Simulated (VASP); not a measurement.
# Ca in VASP: a series of runs, part 2 of 2

VASP 6.6.1. The steps go on from the part before.

## Step 4: Single point, PBEsol

This run uses another cell than the first one, of 43.57 Å³/atom.

File INCAR:

```
SYSTEM = Ca
ALGO     = Fast           ! electronic algorithm
EDIFF    = 1E-6           ! SCF threshold, eV
ENCUT    = 520            ! plane-wave cutoff, eV
GGA      = PS             ! functional
ISIF     = 2              ! what is computed and relaxed
ISMEAR   = 0              ! smearing method
LASPH    = .TRUE.         ! aspherical terms in the spheres
LCHARG   = .FALSE.        ! write CHGCAR
LREAL    = .FALSE.        ! projectors in reciprocal space
LWAVE    = .FALSE.        ! write WAVECAR
NBANDS   = 17             ! bands
NELM     = 60             ! most SCF steps
PREC     = Accurate       ! precision mode
SIGMA    = 0.1            ! smearing width, eV
```

File KPOINTS:

```
k-points
0
G
  12 12 8
  0 0 0
```

File POSCAR:

```
Ca
1.0
    1.9712759950     -3.3954901800      0.0000000000
    1.9712759950      3.3954901800      0.0000000000
    0.0000000000      0.0000000000      6.5091117400
Ca
2
Direct
    0.8355866000      0.1644134000      0.2500000000
    0.1644134000      0.8355866000      0.7500000000
```

Launch:

```console
$ cat potpaw_PBE.64/Ca_sv/POTCAR > POTCAR
$ mpirun -np 1 vasp_std > vasp.out
```

It took 4.6 min on 1 thread of Intel Xeon Platinum 8375C at 2.90GHz (Ice Lake), shared host; peak memory 0.4 GiB.

It converged, with:

```
Free energy            : -4.2466 eV
Pressure               : -1.1 GPa
Largest force          : 0.016 eV/Å
Band gap on the k mesh : zero (bands 10 and 11 overlap by 0.55 eV)
```

Forces on the atoms (eV/Å):
```
Ca   0.000  0.016  0.000
Ca   0.000 -0.016  0.000
```

Stress tensor (GPa, compression positive):
```
-1.11  0.00  0.00
 0.00 -0.89  0.00
 0.00  0.00 -1.25
```

Levels at points of the mesh, in eV from the Fermi level:
| k point | band 8 | band 9 | band 10 | band 11 | band 12 | band 13 |
| --- | --- | --- | --- | --- | --- | --- |
| (0.00, 0.00, 0.00) | -22.96 | -4.04 | -1.10 | -0.29 | 2.16 | 2.21 |
| (0.50, 0.00, 0.00) | -22.98 | -1.14 | -0.71 | 0.20 | 0.36 | 1.31 |
| (0.50, 0.50, 0.00) | -22.98 | -1.11 | -0.70 | 0.22 | 0.37 | 1.27 |
| (0.00, 0.00, 0.50) | -22.97 | -3.06 | -3.06 | 1.31 | 1.31 | 2.20 |
| (0.50, 0.00, 0.50) | -22.99 | -0.70 | -0.70 | 0.05 | 0.05 | 1.40 |
| (0.50, 0.50, 0.50) | -22.99 | -0.69 | -0.69 | 0.09 | 0.09 | 1.38 |

Caveat: the PAW data sets were made with another functional, which shifts forces and pressure a little.
